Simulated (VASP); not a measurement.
# W in VASP: a series of runs, part 2 of 2

VASP 6.6.1. The steps go on from the part before.

## Step 4: Single point, PBE (strain +0.015 along x and y, +0.015 along z)

Contents of INCAR:

```
SYSTEM = W
  ALGO = Normal
  EDIFF = 1E-7
  ENCUT = 520
  GGA = PE
  ISIF = 2
  ISMEAR = 0
  LASPH = .True.
  LCHARG = .False.
  LREAL = .False.
  LWAVE = .False.
  NBANDS = 13
  NELM = 60
  PREC = Accurate
  SIGMA = 0.15
```

Contents of KPOINTS:

```
k-points
0
Gamma
  26 26 26
  0 0 0
```

Contents of POSCAR:

```
W
1.0
   -1.6156560122      1.6156560122      1.6156560122
    1.6156560122     -1.6156560122      1.6156560122
    1.6156560122      1.6156560122     -1.6156560122
W
1
Direct
    0.0000000000      0.0000000000      0.0000000000
```

Potentials or basis: VASP PAW PBE potentials, release 64 (W_sv).

The run is started by

```bash
> cat potpaw_PBE.64/W_sv/POTCAR > POTCAR
> mpirun -np 1 vasp_std > vasp.out
```

OUTCAR:

```text
SYSTEM = W
   EDIFF = 1E-7
   ENCUT = 520
   GGA = PE
   ISIF = 2
   ISMEAR = 0
   LASPH = .True.
   LREAL = .False.
   NELM = 60
   PREC = Accurate

 ion  position               nearest neighbor table
   1  0.000  0.000  0.000-

  LATTYP: Found a body centered cubic cell.
 ALAT       =     3.2313120244

  Lattice vectors:

 A1 = (  -1.6156560122,   1.6156560122,   1.6156560122)
 A2 = (   1.6156560122,  -1.6156560122,   1.6156560122)
 A3 = (   1.6156560122,   1.6156560122,  -1.6156560122)
[... 554 lines left out ...]
      4     -27.3651      2.00000
      5       4.7154      2.00000
      6       7.4474      2.00000
      7       9.9417      2.00000
      8      12.5741      0.00000
      9      13.3321      0.00000
     10      15.2188      0.00000
     11      21.8338      0.00000
     12      22.6074      0.00000
     13      27.9453      0.00000

 [... further k-points ...]
[... 5 lines left out ...]
  --------------------------------------------------------------------------------------
  -------------------------------------------------------------------------------------
  Total       -1.2569573     -1.2569573     -1.2569573      0.0000000      0.0000000      0.0000000
  in kB     -119.3780294   -119.3780294   -119.3780294      0.0000000      0.0000000      0.0000000
  external PRESSURE =    -119.3780294 kB  Pullay stress =       0.0000000 kB

 VOLUME and BASIS-vectors are now :
 -----------------------------------------------------------------------------
  energy-cutoff  :      520.00
  volume of cell :       16.87
      direct lattice vectors                 reciprocal lattice vectors
    -1.615656012  1.615656012  1.615656012     0.000000000  0.309471816  0.309471816
     1.615656012 -1.615656012  1.615656012     0.309471816  0.000000000  0.309471816
     1.615656012  1.615656012 -1.615656012     0.309471816  0.309471816  0.000000000

 POSITION                                       TOTAL-FORCE (eV/Angst)
 -----------------------------------------------------------------------------------
      0.00000      0.00000      0.00000         0.000000      0.000000      0.000000
 -----------------------------------------------------------------------------------
    total drift:                                0.000000      0.000000      0.000000

  FREE ENERGIE OF THE ION-ELECTRON SYSTEM (eV)
  ---------------------------------------------------
  free  energy   TOTEN  =       -12.9302627260 eV

  energy  without entropy=      -12.9250197038  energy(sigma->0) =      -12.92764121
```

Wall time 36 s (1 thread of Intel Xeon 6975P-C (Granite Rapids), shared host); peak memory 0.22 GiB.

Results:

```
Free energy            : -12.9303 eV
Pressure               : -11.9 GPa
Band gap on the k mesh : zero (bands 7 and 8 overlap by 5.86 eV)
```

Caveat: the cell differs from its parent crystal (strain +0.015 along x and y, +0.015 along z); the cell stands under tension; spin-orbit coupling is left out, which moves the levels of the heavy elements.

## Step 5: Single point, PBE (strain +0.030 along x and y, +0.030 along z)

Contents of INCAR:

```
  PREC = Accurate
  ENCUT = 520
  EDIFF = 1E-6
  ISMEAR = 0
  SIGMA = 0.15
  LREAL = False
  LASPH = True
  NELM = 60
  ALGO = Fast
  ISIF = 2
  LWAVE = False
  LCHARG = False
  GGA = PE
  NBANDS = 13
```

Contents of KPOINTS:

```
regular mesh
0
Gamma
  26 26 26
```

Contents of POSCAR:

```
W
1.0
   -1.6395327021      1.6395327021      1.6395327021
    1.6395327021     -1.6395327021      1.6395327021
    1.6395327021      1.6395327021     -1.6395327021
W
1
Direct
    0.0000000000      0.0000000000      0.0000000000
```

The run is started by

```bash
> cat potpaw_PBE.64/W_sv/POTCAR > POTCAR
> mpirun -np 1 vasp_std > vasp.out
```

It took 40 s on 1 thread of Intel Xeon 6975P-C (Granite Rapids), shared host; peak memory 0.23 GiB.

It converged, with:

| Quantity | Value |
| --- | --- |
| Free energy | -12.8493 eV |
| Pressure | -22.0 GPa |
| Band gap on the k mesh | zero (bands 7 and 8 overlap by 5.50 eV) |

Levels at points of the mesh, in eV from the Fermi level:
```csv
k point,band 5,band 6,band 7,band 8,band 9,band 10
"(0.00, 0.00, 0.00)",-9.02,-1.05,-1.05,-1.05,2.02,2.02
"(0.50, 0.00, 0.00)",-5.60,-3.08,0.40,1.86,2.72,5.26
"(0.50, 0.50, 0.50)",-5.02,-5.02,4.45,4.45,4.45,7.47
```

Caveat: the cell differs from its parent crystal (strain +0.030 along x and y, +0.030 along z); the cell stands under tension; spin-orbit coupling is left out, which moves the levels of the heavy elements.

## Step 6: Single point, PBE (strain -0.030 along x and y, -0.015 along z)

Contents of INCAR:

```
PREC = Accurate
ENCUT = 520
EDIFF = 1E-7
ISMEAR = 0
SIGMA = 0.15
LREAL = F
LASPH = T
NELM = 80
ALGO = Fast
ISIF = 2
LWAVE = F
LCHARG = T
GGA = PE
LELF = T
LVHAR = T
NBANDS = 13
```

Contents of KPOINTS:

```
Automatic mesh
0
Gamma
  26 26 26
```

Contents of POSCAR:

```
W
1.0
   -1.5440259427      1.5440259427      1.5679026326
    1.5440259427     -1.5440259427      1.5679026326
    1.5440259427      1.5440259427     -1.5679026326
W
1
Direct
    0.0000000000      0.0000000000      0.0000000000
```

Potentials or basis: VASP PAW PBE potentials, release 64 (W_sv).

The run is started by

```bash
> cat potpaw_PBE.64/W_sv/POTCAR > POTCAR
> mpirun -np 1 vasp_std > vasp.out
```

Wall time 1.8 min (1 thread of Intel Xeon 6975P-C (Granite Rapids), shared host); peak memory 0.34 GiB.

It converged, with:

* Free energy: -12.8556 eV
* Pressure: 27.9 GPa
* Band gap on the k mesh: zero (bands 7 and 8 overlap by 6.76 eV)

Stress tensor (GPa, compression positive):
```
29.86  0.00  0.00
 0.00 29.86  0.00
 0.00  0.00 24.05
```

Levels at points of the mesh, in eV from the Fermi level:
| k point | band 5 | band 6 | band 7 | band 8 | band 9 | band 10 |
| --- | --- | --- | --- | --- | --- | --- |
| (0.00, 0.00, 0.00) | -9.98 | -1.43 | -1.43 | -1.21 | 2.22 | 2.52 |
| (0.50, 0.00, 0.00) | -6.69 | -3.81 | 0.84 | 2.19 | 3.34 | 6.65 |
| (0.50, 0.50, 0.00) | -6.70 | -4.04 | 0.97 | 2.51 | 3.47 | 6.70 |
| (0.50, 0.50, 0.50) | -6.37 | -6.32 | 5.53 | 5.60 | 5.60 | 8.44 |

Caveat: the cell differs from its parent crystal (strain -0.030 along x and y, -0.015 along z); the cell stands under pressure; spin-orbit coupling is left out, which moves the levels of the heavy elements.

## Step 7: Summary

| cell | gap on the mesh (eV) | pressure (GPa) |
| --- | --- | --- |
| a = 2.674 Å, angles 109.5°, 1 atom | none | 34.5 |
| a = 2.716 Å, angles 109.5°, 1 atom | none | 15.8 |
| a = 2.798 Å, angles 109.5°, 1 atom | none | -11.9 |
| a = 2.840 Å, angles 109.5°, 1 atom | none | -22.0 |
| a = 2.688 Å, angles 109.9, 109.9, 108.6°, 1 atom | none | 27.9 |

Alike in all rows: task single point; level PBE; potentials or basis VASP PAW PBE potentials, release 64 (W_sv); no spin polarisation; k mesh 26 × 26 × 26; cutoff (eV) 520; smearing gaussian 0.15 eV.

Caveats: spin-orbit coupling is left out, which moves the levels of the heavy elements; the cell stands under pressure (at least some runs); the cell stands under tension (at least some runs).

Absolute energies hang on the potentials; compare differences alone.
